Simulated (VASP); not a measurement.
**MgO: single point with PBEsol**

Crystal: MgO.

```xyz
4
Lattice="3.8097 0.0000 0.0000 -1.9049 3.2993 0.0000 0.0000 0.0000 3.8120" Properties=species:S:1:pos:R:3 pbc="T T T"
Mg    1.9049    1.0998    2.8590
Mg    0.0000    2.1996    0.9530
O     1.9049    1.0998    0.9530
O     0.0000    2.1996    2.8590
```

This cell differs from its parent crystal: volume 11.979 Å^3 an atom, c/a of the conventional cell 1.0006.

| Quantity | Value |
| --- | --- |
| Program | VASP 6.6.1 |
| Task | single point |
| Functional | PBEsol |
| Potentials or basis | VASP PAW PBE potentials, release 64 (Mg, O) |
| Cutoff | 520 eV |
| k mesh | 9 × 9 × 6 |
| Occupations | gaussian, width 0.05 eV |
| Spin | no spin polarisation |
| Dipole correction | no |
| Further INCAR settings | ALGO = Normal; EDIFF = 1e-06; NBANDS = 16 |

| Property | Result |
| --- | --- |
| Pressure | 0.2 GPa |
| Band gap on the k mesh | 2.97 eV, indirect (least direct gap 3.19 eV) |

Stress tensor (GPa, compression positive):
```
-10.88   0.00   0.00
  0.00 -10.88   0.00
  0.00   0.00  22.26
```

Levels at points of the mesh, in eV from the valence-band top:
```
           k point  band 4  band 5  band 6  band 7  band 8  band 9  band 10  band 11  band 12  band 13
(0.00, 0.00, 0.00)   -1.78   -1.78   -0.43   -0.43   -0.22    2.97     9.85    11.06    11.06    13.30
(0.00, 0.00, 0.50)   -2.42   -1.12   -1.12   -1.12   -1.12    6.21     6.21    11.40    11.40    11.40
```

Wall time 35 s on 1 thread of Intel(R) Xeon(R) Platinum 8259CL CPU @ 2.50GHz (Skylake/Cascade Lake), on a shared host, peak memory 0.17 GiB.

Caveat: the PAW data sets were made with another functional, which shifts forces and pressure a little. A k mesh can miss the band edges.
